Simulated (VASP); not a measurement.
Runs of VASP 6.6.1 on SnO2. The structure is that of space group P6_3/mmc (No. 194), or close to it. The cells are those of the table. 

```csv
cell,gap on the mesh (eV),pressure (GPa),largest force (eV/Å)
"a = 3.302, b = 3.302, c = 9.784 Å, angles 90.0, 90.0, 120.0°, 6 atoms",(a),-3.9,0.15
"a = 3.390, b = 3.390, c = 9.281 Å, angles 90.0, 90.0, 120.0°, 6 atoms",0.65,(b),0.14
"a = 3.111, b = 3.111, c = 11.021 Å, angles 90.0, 90.0, 120.0°, 6 atoms",2.71,5.9,0.20
"a = 3.022, b = 3.022, c = 11.679 Å, angles 90.0, 90.0, 120.0°, 6 atoms",3.15,10.9,0.54
"a = 3.256, b = 3.256, c = 10.065 Å, angles 90.0, 90.0, 120.0°, 6 atoms",1.73,-1.7,0.11
```

Alike in all rows: task single point; level PBE+D3(BJ); potentials or basis VASP PAW PBE potentials, release 64 (Sn_d, O); no spin polarisation; k mesh 12 × 12 × 4; cutoff (eV) 520; smearing gaussian 0.05 eV.

**Question.** Estimate the missing entries.

**Answer.** (a) 1.37; (b) -7.7.

Caveats: spin-orbit coupling is left out, which moves the levels of the heavy elements; the stress differs along the axes, from -7 to 2 GPa (at least some runs); the stress differs along the axes, from -14 to 5 GPa (at least some runs); semilocal functionals underestimate gaps, and a narrow one can read as zero (at least some runs); the stress differs along the axes, from -3 to 10 GPa (at least some runs); the stress differs along the axes, from -6 to 19 GPa (at least some runs).

A k mesh can miss the band edges, and the runs leave out spin-orbit coupling on Sn.
